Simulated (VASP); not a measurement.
# TiC (P-6m2) in VASP: further runs

Aim: see how the results for TiC move with the level of theory and the settings. Levels: r2SCAN, r2SCAN+U, PBEsol-based global hybrid with 25 % exact exchange. Tasks: relaxation of cell and atoms, single point.

Everything below comes from runs of VASP 6.6.1. Logs are shortened: lines on timing, memory, paths and dates and some standing lists are left out, and cuts for length are marked.

## (1) The cell of the first run

The structure is hexagonal, space group P-6m2 (No. 187). Conventional cell: a = 3.042 Å, b = 3.042 Å, c = 2.698 Å, α = 90.00°, β = 90.00°, γ = 120.00°. Within 2.9 Å of Ti (site symmetry -6m2) lie 6 C at 2.21 Å and 2 Ti at 2.70 Å. C (site symmetry -6m2) has 6 Ti at 2.21 Å and 2 C at 2.70 Å within 2.9 Å.

## (2) Relaxation of cell and atoms, r2SCAN

POSCAR reads:

```
TiC
1.0
    3.0420900000      0.0000000000      0.0000000000
   -1.5210400000      2.6345200000      0.0000000000
    0.0000000000      0.0000000000      2.6979700000
Ti C
1 1
Direct
    0.0000000000      0.0000000000      0.5000000000
    0.3333300000      0.6666700000      0.0000000000
```

INCAR.step1 reads:

```
PREC     = Accurate       # precision mode
ENCUT    = 600            # plane-wave cutoff, eV
ISMEAR   = -1             # smearing method
SIGMA    = 0.05           # smearing width, eV
LREAL    = False          # projectors in reciprocal space
LASPH    = True           # aspherical terms in the spheres
NELM     = 60             # most SCF steps
GGA      = PE             # functional
ALGO     = Normal         # electronic algorithm
EDIFF    = 1E-4           # SCF threshold, eV
LWAVE    = True           # write WAVECAR
LCHARG   = False          # write CHGCAR
```

INCAR.step2 reads:

```
PREC     = Accurate       # precision mode
ENCUT    = 600            # plane-wave cutoff, eV
EDIFF    = 1E-7           # SCF threshold, eV
ISMEAR   = -1             # smearing method
SIGMA    = 0.05           # smearing width, eV
LREAL    = False          # projectors in reciprocal space
LASPH    = True           # aspherical terms in the spheres
NELM     = 60             # most SCF steps
ALGO     = Normal         # electronic algorithm
ISIF     = 3              # what is computed and relaxed
LWAVE    = False          # write WAVECAR
LCHARG   = False          # write CHGCAR
METAGGA  = R2SCAN         # meta-GGA
LMIXTAU  = True         
IBRION   = 2              # ionic algorithm
NSW      = 60             # ionic steps
EDIFFG   = -0.01          # ionic threshold
ISTART   = 1
```

KPOINTS reads:

```
Automatic mesh
0
Gamma
  10 10 10
```

Potentials or basis: VASP PAW PBE potentials, release 64 (Ti_sv, C).

Launch:

```bash
$ cat potpaw_PBE.64/Ti_sv/POTCAR potpaw_PBE.64/C/POTCAR > POTCAR
$ cp INCAR.step1 INCAR
$ mpirun -np 1 vasp_std > vasp.out
$ cp INCAR.step2 INCAR
$ mpirun -np 1 vasp_std > vasp.out
```

OUTCAR:

```text
PREC = Accurate
   ENCUT = 600
   EDIFF = 1E-7
   ISMEAR = -1
   LREAL = False
   LASPH = True
   NELM = 60
   ISIF = 3
   METAGGA = R2SCAN
   IBRION = 2
   NSW = 60
   EDIFFG = -0.01
   ISTART = 1

 ion  position               nearest neighbor table
   1  0.000  0.000  0.500-   2 2.21   2 2.21   2 2.21   2 2.21   2 2.21   2 2.21
   2  0.333  0.667  0.000-   1 2.21   1 2.21   1 2.21   1 2.21   1 2.21   1 2.21

  LATTYP: Found a hexagonal cell.
 ALAT       =     3.0420900000
 C/A-ratio  =     0.8868804013

  Lattice vectors:

 A1 = (   3.0420900000,   0.0000000000,   0.0000000000)
 A2 = (  -1.5210400000,   2.6345200000,   0.0000000000)
 A3 = (   0.0000000000,   0.0000000000,   2.6979700000)

Analysis of symmetry for initial positions (statically):
=====================================================================
 Subroutine PRICEL returns:
 Original cell was already a primitive cell.

 Routine SETGRP: Setting up the symmetry group for a
 hexagonal supercell.

 Subroutine GETGRP returns: Found  4 space group operations
 (whereof  4 operations were pure point group operations)
 out of a pool of 24 trial point group operations.

The static configuration has the point symmetry C_2v.

Analysis of symmetry for dynamics (positions and initial velocities):
=====================================================================
 Subroutine PRICEL returns:
 Original cell was already a primitive cell.

 Routine SETGRP: Setting up the symmetry group for a
 hexagonal supercell.

 Subroutine GETGRP returns: Found  4 space group operations
 (whereof  4 operations were pure point group operations)
 out of a pool of 24 trial point group operations.

The dynamic configuration has the point symmetry C_2v.

 Subroutine INISYM returns: Found  4 space group operations
 (whereof  4 operations are pure point group operations),
 and found     1 'primitive' translations

----------------------------------------------------------------------------------------

                                     Primitive cell

  volume of cell :      21.6227

  direct lattice vectors                    reciprocal lattice vectors
     3.042090000  0.000000000  0.000000000     0.328721372  0.189787269  0.000000000
    -1.521040000  2.634520000  0.000000000     0.000000000  0.379575786  0.000000000
     0.000000000  0.000000000  2.697970000     0.000000000  0.000000000  0.370649044

  length of vectors
     3.042090000  3.042081247  2.697970000     0.379574694  0.379575786  0.370649044

  position of ions in fractional coordinates (direct lattice)
     0.000000000  0.000000000  0.500000000
     0.333330000  0.666670000  0.000000000

  ion indices of the primitive-cell ions
   primitive index   ion index
                 1           1
                 2           2

----------------------------------------------------------------------------------------

 KPOINTS: Automatic mesh

Automatic generation of k-mesh.
 Grid dimensions read from file:
 generate k-points for:   10   10   10

 Generating k-lattice:

  Cartesian coordinates                     Fractional coordinates (reciprocal lattice)
     0.032872137  0.018978727  0.000000000     0.100000000  0.000000000  0.000000000
     0.000000000  0.037957579  0.000000000     0.000000000  0.100000000  0.000000000
     0.000000000  0.000000000  0.037064904     0.000000000  0.000000000  0.100000000

  Length of vectors
     0.037957469  0.037957579  0.037064904

  Shift w.r.t. Gamma in fractional coordinates (k-lattice)
     0.000000000  0.000000000  0.000000000

 Subroutine IBZKPT returns following result:
 ===========================================

 Found    186 irreducible k-points:

 Following reciprocal coordinates:
            Coordinates               Weight
  0.000000  0.000000  0.000000      1.000000
  0.100000  0.000000  0.000000      4.000000
 -0.100000  0.100000  0.000000      2.000000
  0.200000  0.000000  0.000000      4.000000
 -0.200000  0.200000  0.000000      2.000000
  0.300000  0.000000  0.000000      4.000000
[... 16 lines left out ...]
[... 38 lines left out ...]
  volume/ion in A,a.u.               =      10.81        72.96
  Fermi-wavevector in a.u.,A,eV,Ry     =   1.480737  2.798187 29.831891  2.192582
  Thomas-Fermi vector in A             =   2.594734
   LORBIT       =      0    0 simple, 1 ext, 2 COOP (PROOUT), +10 PAW based schemes
   METAGGA = R2SCAN    functional components
   LHFCALC =     F    Hartree Fock is set to
   AEXX    =    0.0000 exact exchange contribution
   IVDW    =     0    specifies the selected vdW correction
   LEPSILON=     F    determine dielectric tensor
   LRPA    =     F    only Hartree local field effects (RPA)
 conjugate gradient relaxation of ions
 non-spin polarized calculation
  energy-cutoff  :      600.00
  volume of cell :       21.62
 maximum number of plane-waves:       734
   NGX = 13   NGY = 13   NGZ = 11

--------------------------------------- Ionic step        1  -------------------------------------------

 number of electron      15.9999999 magnetization

 Free energy of the ion-electron system (eV)
  ---------------------------------------------------
  ext. energy  EPLUGINS =         0.00000000
  ---------------------------------------------------
  free energy    TOTEN  =       -23.42243591 eV

  energy without entropy =      -23.41986987  energy(sigma->0) =      -23.42115289

------------------------ aborting loop because EDIFF is reached ----------------------------------------

  FORCE on cell =-STRESS in cart. coord.  units (eV):
  Direction    XX          YY          ZZ          XY          YZ          ZX
  --------------------------------------------------------------------------------------
  -------------------------------------------------------------------------------------
  Total       -0.0387093     -0.0388339     -0.1522252     -0.0001081      0.0000000      0.0000000
  in kB       -2.8682401     -2.8774694    -11.2794085     -0.0080119      0.0000000      0.0000000
  external PRESSURE =      -5.6750393 kB  Pullay stress =       0.0000000 kB
[... 93 lines left out ...]
  energy  without entropy=      -23.4199575588  energy(sigma->0) =      -23.42127537

--------------------------------------- Ionic step        4  -------------------------------------------

 number of electron      15.9999999 magnetization

 Free energy of the ion-electron system (eV)
  ---------------------------------------------------
  ext. energy  EPLUGINS =         0.00000000
  ---------------------------------------------------
  free energy    TOTEN  =       -23.42260997 eV

  energy without entropy =      -23.41991124  energy(sigma->0) =      -23.42126061

 E-fermi :   8.7126     XC(G=0): -13.1283

 val. band max:        8.6778213638   @ k =   0.3000   0.1000   0.0000
 cond. band min:       8.7623158777   @ k =  -0.2000   0.4000   0.0000
 fundamental gap:      0.0844945139
 Fermi energy:         8.7126425444

 k-point     1 :       0.0000    0.0000    0.0000
  band No.  band energies     occupation
      1     -50.2277      2.00000
      2     -25.3338      2.00000
      3     -25.3337      2.00000
      4     -24.8888      2.00000
      5      -4.0846      2.00000
      6       6.9935      2.00000
      7       6.9935      2.00000
      8       7.8337      2.00000
      9      11.1483      0.00000
     10      12.1797      0.00000
     11      12.1797      0.00000
     12      14.7101      0.00000
[... 331 lines left out ...]
 k-point    24 :      -0.2000    0.4000    0.0000
  band No.  band energies     occupation
      1     -50.1844      2.00000
      2     -25.6277      2.00000
      3     -25.4462      2.00000
      4     -24.8491      2.00000
      5      -2.3186      2.00000
      6       4.5844      2.00000
      7       7.3000      2.00000
      8       8.7623      0.54046
      9       8.9777      0.00993
     10      11.7206      0.00000
     11      12.3985      0.00000
     12      12.9971      0.00000

 [... further k-points ...]

------------------------ aborting loop because EDIFF is reached ----------------------------------------

  FORCE on cell =-STRESS in cart. coord.  units (eV):
  Direction    XX          YY          ZZ          XY          YZ          ZX
  --------------------------------------------------------------------------------------
  -------------------------------------------------------------------------------------
  Total       -0.0001075     -0.0000803     -0.0013238      0.0000235      0.0000000      0.0000000
  in kB       -0.0079825     -0.0059667     -0.0983066      0.0017457      0.0000000      0.0000000
  external PRESSURE =      -0.0374186 kB  Pullay stress =       0.0000000 kB
[... 17 lines left out ...]
  FREE ENERGIE OF THE ION-ELECTRON SYSTEM (eV)
  ---------------------------------------------------
  free  energy   TOTEN  =       -23.4226099683 eV

  energy  without entropy=      -23.4199112449  energy(sigma->0) =      -23.42126061

 reached required accuracy - stopping structural energy minimisation
```

Run time: 4.2 min. Hardware: 1 thread of Intel Xeon Platinum 8559C (Emerald Rapids), shared host; peak memory 0.19 GiB.

What came out:

```yaml
Free_energy: -23.4226 eV
Relaxed_volume: 10.79 Å³/atom
Relaxed_cell: a = 3.042 Å, b = 3.042 Å, c = 2.692 Å, α = 90.00°, β = 90.00°, γ = 120.00°
Space_group_after_relaxing_to_0.1_Å: P-6m2 (No. 187)
Energy_gained_by_relaxing: 0.1 meV/atom
Ionic_steps: 4
Pressure_after_relaxing: 0.0 GPa
Band_gap_on_the_k_mesh: zero (bands 8 and 9 overlap by 0.17 eV)
```

Step by step:
```
step  energy change (eV)  largest force (eV/Å)  pressure (GPa)  volume (Å³)
   1              0.0000                0.0001           -0.57        21.62
   2              0.0000                0.0000            0.79        21.50
   3             -0.0002                0.0001            0.10        21.56
   4             -0.0002                0.0000            0.00        21.58
```

Final structure:
```yaml
crystal:
  lattice:
    - [3.04223, -0.00001, 0.00000]
    - [-1.52112, 2.63464, 0.00000]
    - [0.00000, 0.00000, 2.69178]
  atoms:
    - { symbol: Ti, position: [0.00000, 0.00000, 0.50000] }
    - { symbol: C, position: [0.33333, 0.66667, 0.00000] }
```

Caveat: the PAW data sets were made with another functional, which shifts forces and pressure a little.

## (3) Relaxation of cell and atoms, r2SCAN+U

POSCAR is that of step 2.

INCAR.step1 reads:

```
SYSTEM = TiC
PREC = Accurate
ENCUT = 600
ISMEAR = -1
SIGMA = 0.05
LREAL = .FALSE.
LASPH = .TRUE.
NELM = 150
LMAXMIX = 4
LDAU = .TRUE.
LDAUTYPE = 2
LDAUL = 2 -1
LDAUU = 6 0
LDAUJ = 0 0
GGA = PE
ALGO = Normal
EDIFF = 1E-4
LWAVE = .TRUE.
LCHARG = .FALSE.
```

INCAR.step2 reads:

```
SYSTEM = TiC
PREC = Accurate
ENCUT = 600
EDIFF = 1E-6
ISMEAR = -1
SIGMA = 0.05
LREAL = .FALSE.
LASPH = .TRUE.
NELM = 150
ALGO = Normal
ISIF = 3
LWAVE = .FALSE.
LCHARG = .FALSE.
LMAXMIX = 4
LDAU = .TRUE.
LDAUTYPE = 2
LDAUL = 2 -1
LDAUU = 6 0
LDAUJ = 0 0
LDAUPRINT = 1
METAGGA = R2SCAN
LMIXTAU = .TRUE.
IBRION = 2
NSW = 60
EDIFFG = -0.01
ISTART = 1
```

KPOINTS reads:

```
regular mesh
0
G
  10 10 10
  0 0 0
```

Potentials or basis: VASP PAW PBE potentials, release 64 (Ti_sv, C).

Launch:

```bash
$ cat potpaw_PBE.64/Ti_sv/POTCAR potpaw_PBE.64/C/POTCAR > POTCAR
$ cp INCAR.step1 INCAR
$ mpirun -np 1 vasp_std > vasp.out
$ cp INCAR.step2 INCAR
$ mpirun -np 1 vasp_std > vasp.out
```

Run time: 11 min. Hardware: 1 thread of Oxide Virtual Turin-like, shared host; peak memory 0.17 GiB.

Results (log left out):

```yaml
Free_energy: -19.1007 eV
Relaxed_volume: 11.50 Å³/atom
Relaxed_cell: a = 3.094 Å, b = 3.094 Å, c = 2.773 Å, α = 90.00°, β = 90.00°, γ = 120.00°
Space_group_after_relaxing_to_0.1_Å: P-6m2 (No. 187)
Energy_gained_by_relaxing: 32.6 meV/atom
Ionic_steps: 4
Pressure_after_relaxing: -0.1 GPa
Band_gap_on_the_k_mesh: zero (bands 8 and 9 overlap by 0.25 eV)
```

Stress tensor (GPa, compression positive):
```
-0.12  0.00  0.00
 0.00 -0.12  0.00
 0.00  0.00  0.05
```

The path:
| step | energy change (eV) | largest force (eV/Å) | pressure (GPa) | volume (Å³) |
| --- | --- | --- | --- | --- |
| 1 | 0.0000 | 0.0001 | 15.16 | 21.62 |
| 2 | 0.0427 | 0.0000 | -15.41 | 24.98 |
| 3 | -0.0651 | 0.0001 | -0.35 | 23.02 |
| 4 | -0.0651 | 0.0001 | -0.07 | 22.99 |

Final structure:
```
Ti C
1.0
     3.09446    0.00000    0.00000
    -1.54723    2.67987    0.00000
     0.00000    0.00000    2.77256
Ti C
1 1
Direct
  0.00000 0.00000 0.50000
  0.33333 0.66667 0.00000
```

Levels at points of the mesh, in eV from the Fermi level:
| k point | band 5 | band 6 | band 7 | band 8 | band 9 | band 10 | band 11 | band 12 |
| --- | --- | --- | --- | --- | --- | --- | --- | --- |
| (0.00, 0.00, 0.00) | -13.01 | -1.39 | -1.39 | -0.35 | 1.75 | 2.99 | 2.99 | 5.63 |
| (0.50, 0.00, 0.00) | -10.59 | -5.41 | -0.62 | -0.26 | -0.19 | 2.69 | 3.87 | 4.10 |
| (0.50, 0.50, 0.00) | -10.59 | -5.41 | -0.62 | -0.26 | -0.19 | 2.69 | 3.87 | 4.10 |
| (0.00, 0.00, 0.50) | -10.08 | -6.11 | -0.68 | -0.68 | 1.65 | 1.65 | 4.43 | 4.43 |
| (0.50, 0.00, 0.50) | -9.59 | -4.27 | -3.24 | -2.40 | 1.30 | 3.78 | 4.74 | 5.00 |
| (0.50, 0.50, 0.50) | -9.59 | -4.27 | -3.24 | -2.40 | 1.30 | 3.78 | 4.74 | 5.00 |

Eigenvalues of the final occupation matrices:
| site | spin | trace | eigenvalues |
| --- | --- | --- | --- |
| site 1 d | 1 | 0.82 | 0.11 0.11 0.12 0.24 0.24 |
| site 1 d | 2 | 0.82 | 0.11 0.11 0.12 0.24 0.24 |

Caveat: the PAW data sets were made with another functional, which shifts forces and pressure a little; U without spin polarisation on a metal has little footing; the U is typed as a test and isn't derived for this compound.

## (4) Single point, PBEsol-based global hybrid with 25 % exact exchange

This run uses another cell than the first one, of 10.41 Å³/atom.

POSCAR reads:

```
TiC
1.0
    3.0168616831     -0.0000028628      0.0000000000
   -1.5084283623      2.6126802887      0.0000000000
    0.0000000000      0.0000000000      2.6414985473
Ti C
1 1
Direct
    0.0000000000      0.0000000000      0.5000000000
    0.3333333333      0.6666666667      0.0000000000
```

INCAR.step1 reads:

```
PREC = Accurate
ENCUT = 520
EDIFF = 1E-5
ISMEAR = -1
SIGMA = 0.05
LREAL = F
LASPH = T
NELM = 60
ALGO = Normal
ISIF = 2
LWAVE = T
NBANDS = 15
GGA = PE
```

INCAR.step2 reads:

```
PREC = Accurate
ENCUT = 520
EDIFF = 1E-6
ISMEAR = -1
SIGMA = 0.05
LREAL = F
LASPH = T
NELM = 60
ALGO = Normal
ISIF = 2
LWAVE = F
LCHARG = T
GGA = PS
LHFCALC = T
AEXX = 0.25
PRECFOCK = Normal
LELF = T
LVHAR = T
NBANDS = 15
ISTART = 1
```

KPOINTS reads:

```
Automatic mesh
0
Gamma
  5 5 5
```

Launch:

```bash
$ cat potpaw_PBE.64/Ti_sv/POTCAR potpaw_PBE.64/C/POTCAR > POTCAR
$ cp INCAR.step1 INCAR
$ mpirun -np 1 vasp_std > vasp.out
$ cp INCAR.step2 INCAR
$ mpirun -np 1 vasp_std > vasp.out
```

Run time: 12 min. Hardware: 1 thread of Oxide Virtual Turin-like, shared host; peak memory 0.11 GiB.

Results (log left out):

```yaml
Free_energy: -22.8096 eV
Pressure: -0.3 GPa
Band_gap_on_the_k_mesh: zero (bands 8 and 9 overlap by 0.94 eV)
```

Levels at points of the mesh, in eV from the Fermi level:
```
           k point  band 6  band 7  band 8  band 9  band 10  band 11
(0.00, 0.00, 0.00)   -2.64   -2.64   -1.65    3.35     4.62     4.62
```

Caveat: the k points lie up to 0.48 Å⁻¹ apart, too coarse for converged energies and pressures of a metal; the PAW data sets were made with another functional, which shifts forces and pressure a little.

## (5) Single point, PBEsol-based global hybrid with 25 % exact exchange

POSCAR reads:

```
TiC
1.0
    3.0420900000      0.0000000000      0.0000000000
   -1.5210400000      2.6345200000      0.0000000000
    0.0000000000      0.0000000000      2.6979700000
Ti C
1 1
Direct
    0.0000000000      0.0000000000      0.5000000000
    0.3333300000      0.6666700000      0.0000000000
```

INCAR.step1 reads:

```
PREC = Accurate
ENCUT = 520
EDIFF = 1E-5
ISMEAR = -1
SIGMA = 0.05
LREAL = False
LASPH = True
NELM = 60
ALGO = Normal
ISIF = 2
LWAVE = True
GGA = PE
NBANDS = 15
```

INCAR.step2 reads:

```
PREC = Accurate
ENCUT = 520
EDIFF = 1E-6
ISMEAR = -1
SIGMA = 0.05
LREAL = False
LASPH = True
NELM = 60
ALGO = Normal
ISIF = 2
LWAVE = False
LCHARG = True
GGA = PS
LHFCALC = True
AEXX = 0.25
PRECFOCK = Normal
LELF = True
LVHAR = True
ISTART = 1
NBANDS = 15
```

KPOINTS is that of step 4.

Launch:

```bash
$ cat potpaw_PBE.64/Ti_sv/POTCAR potpaw_PBE.64/C/POTCAR > POTCAR
$ cp INCAR.step1 INCAR
$ mpirun -np 1 vasp_std > vasp.out
$ cp INCAR.step2 INCAR
$ mpirun -np 1 vasp_std > vasp.out
```

Run time: 17 min. Hardware: 1 thread of Oxide Virtual Turin-like, shared host; peak memory 0.11 GiB.

The run converged. Its results:

```
Free energy            : -22.7793 eV
Pressure               : -9.6 GPa
Band gap on the k mesh : zero (bands 8 and 9 overlap by 0.93 eV)
```

Stress tensor (GPa, compression positive):
```
 -6.27   0.00   0.00
  0.00  -6.27   0.00
  0.00   0.00 -16.21
```

Levels at points of the mesh, in eV from the Fermi level:
```tsv
k point	band 6	band 7	band 8	band 9	band 10	band 11
(0.00, 0.00, 0.00)	-2.32	-2.32	-1.40	3.20	4.54	4.54
```

Caveat: the k points lie up to 0.48 Å⁻¹ apart, too coarse for converged energies and pressures of a metal; the PAW data sets were made with another functional, which shifts forces and pressure a little.

## (6) Overview

| task | level | U | cell | k mesh | cutoff (eV) | grid for exact exchange (PRECFOCK) | share of exact exchange | gap on the mesh (eV) | pressure (GPa) | relaxed volume (Å³/atom) |
| --- | --- | --- | --- | --- | --- | --- | --- | --- | --- | --- |
| relaxation of cell and atoms | r2SCAN | - | relaxed from a = 3.042, b = 3.042, c = 2.698 Å, angles 90.0, 90.0, 120.0°, 2 atoms | 10 × 10 × 10 | 600 | - | - | none | 0.0 | 10.79 |
| relaxation of cell and atoms | r2SCAN+U | Ti d U = 6.0 eV | relaxed from a = 3.042, b = 3.042, c = 2.698 Å, angles 90.0, 90.0, 120.0°, 2 atoms | 10 × 10 × 10 | 600 | - | - | none | -0.1 | 11.50 |
| single point | PBEsol-based global hybrid with 25 % exact exchange | - | a = 3.017, b = 3.017, c = 2.641 Å, angles 90.0, 90.0, 120.0°, 2 atoms | 5 × 5 × 5 | 520 | Normal | 0.25 | none | -0.3 | - |
| single point | PBEsol-based global hybrid with 25 % exact exchange | - | a = 3.042, b = 3.042, c = 2.698 Å, angles 90.0, 90.0, 120.0°, 2 atoms | 5 × 5 × 5 | 520 | Normal | 0.25 | none | -9.6 | - |

Alike in all rows: potentials or basis VASP PAW PBE potentials, release 64 (Ti_sv, C); no spin polarisation; smearing fermi-dirac 0.05 eV.

Caveats: some runs use coarse meshes; the PAW data sets were made with another functional, which shifts forces and pressure a little; U without spin polarisation on a metal has little footing (at least some runs); the U is typed as a test and isn't derived for this compound (at least some runs).

Total energies depend on the potentials used, so only differences within one code and one set of settings carry meaning.

The gap in the log of VASP goes by the Fermi energy; the results here count the filled bands.